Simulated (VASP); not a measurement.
Wanted: the native input for a VASP 6.6.1 run.

| Item | Value |
| --- | --- |
| Task | single point |
| Functional | r2SCAN |
| Potentials or basis | VASP PAW PBE potentials, release 64 (Ag) |
| Cutoff | 520 eV |
| k mesh | 9 × 9 × 13 |
| Occupations | fermi-dirac, width 0.1 eV |
| Spin | no spin polarisation |
| Dipole correction | no |
| Further INCAR settings | ALGO = Normal; EDIFF = 1e-06; NBANDS = 24 |

Ag:

```
CELL_PARAMETERS angstrom
4.67600 0.00000 0.00000
-2.33800 4.04953 0.00000
0.00000 0.00000 2.79797
ATOMIC_POSITIONS crystal
Ag 0.00000 0.00000 0.00000
Ag 0.33333 0.66667 0.50000
Ag 0.66667 0.33333 0.50000
```

These files were run (other wordings do the same):

POSCAR

```
Ag
1.0
    4.6759999803      0.0000000000      0.0000000000
   -2.3379999902      4.0495347711      0.0000000000
    0.0000000000      0.0000000000      2.7979745334
Ag
3
Direct
    0.0000000000      1.0000000000      0.0000000000
    0.3333333333      0.6666666667      0.5000000000
    0.6666666667      0.3333333333      0.5000000000
```

INCAR.step1

```
SYSTEM = Ag
  PREC = Accurate
  ENCUT = 520
  ISMEAR = -1
  SIGMA = 0.1
  LREAL = .FALSE.
  LASPH = .TRUE.
  NELM = 60
  NBANDS = 24
  GGA = PE
  ALGO = Normal
  EDIFF = 1E-4
  LWAVE = .TRUE.
  LCHARG = .FALSE.
```

INCAR.step2

```
SYSTEM = Ag
  PREC = Accurate
  ENCUT = 520
  EDIFF = 1E-6
  ISMEAR = -1
  SIGMA = 0.1
  LREAL = .FALSE.
  LASPH = .TRUE.
  NELM = 60
  ALGO = Normal
  ISIF = 2
  LWAVE = .FALSE.
  LCHARG = .TRUE.
  METAGGA = R2SCAN
  LMIXTAU = .TRUE.
  LELF = .TRUE.
  LVHAR = .TRUE.
  NBANDS = 24
  ISTART = 1
```

KPOINTS

```
Automatic mesh
0
G
  9 9 13
  0 0 0
```

Potentials or basis: VASP PAW PBE potentials, release 64 (Ag).

Launch:

```console
$ cat potpaw_PBE.64/Ag/POTCAR > POTCAR
$ cp INCAR.step1 INCAR
$ mpirun -np 1 vasp_std > vasp.out
$ cp INCAR.step2 INCAR
$ mpirun -np 1 vasp_std > vasp.out
```

Results of the run:

```
Pressure : 0.2 GPa
```

Caveat: the PAW data sets were made with another functional, which shifts forces and pressure a little.

It took 2.5 min on 1 thread of Intel(R) Xeon(R) 6975P-C (Granite Rapids), on a shared host, peak memory 0.23 GiB.
